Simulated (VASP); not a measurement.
A run of VASP 6.6.1:

POSCAR

```
InAs
1.0
    0.0000000000      3.0410645785      3.0410645785
    3.0410645785      0.0000000000      3.0410645785
    3.0410645785      3.0410645785      0.0000000000
In As
1 1
Direct
    0.0000000000      0.0000000000      0.0000000000
    0.2500000000      0.2500000000      0.2500000000
```

Contents of INCAR.step1:

```
ALGO = Normal
EDIFF = 1E-4
ENCUT = 520
GGA = PE
ISMEAR = 0
LASPH = T
LCHARG = F
LREAL = F
LWAVE = T
NBANDS = 16
NELM = 100
PREC = Accurate
SIGMA = 0.01
```

Contents of INCAR.step2:

```
ALGO = Normal
BPARAM = 11.95
CPARAM = 0.0093
EDIFF = 1E-6
ENCUT = 520
ISIF = 2
ISMEAR = 0
ISTART = 1
IVDW_NL = 2
LASPH = T
LCHARG = T
LELF = T
LMIXTAU = T
LREAL = F
LUSE_VDW = T
LVHAR = T
LWAVE = F
METAGGA = R2SCAN
NBANDS = 16
NELM = 100
PREC = Accurate
SIGMA = 0.01
```

The input KPOINTS:

```
k-points
0
Gamma
  10 10 10
```

Potentials or basis: VASP PAW PBE potentials, release 64 (In_d, As).

Command:

```console
$ cat potpaw_PBE.64/In_d/POTCAR potpaw_PBE.64/As/POTCAR > POTCAR
$ cp INCAR.step1 INCAR
$ mpirun -np 1 vasp_std > vasp.out
$ cp INCAR.step2 INCAR
$ mpirun -np 1 vasp_std > vasp.out
```

Hardware: 1 thread of AMD EPYC 7R43 64-Core Processor (Zen 3) (shared host).

Question: How long does it take, and how much memory?

Answer: It took 4.9 min on 1 thread of AMD EPYC 7R43 64-Core Processor (Zen 3), with other jobs on the host, peak memory 0.3 GiB. Counts: k points 47.
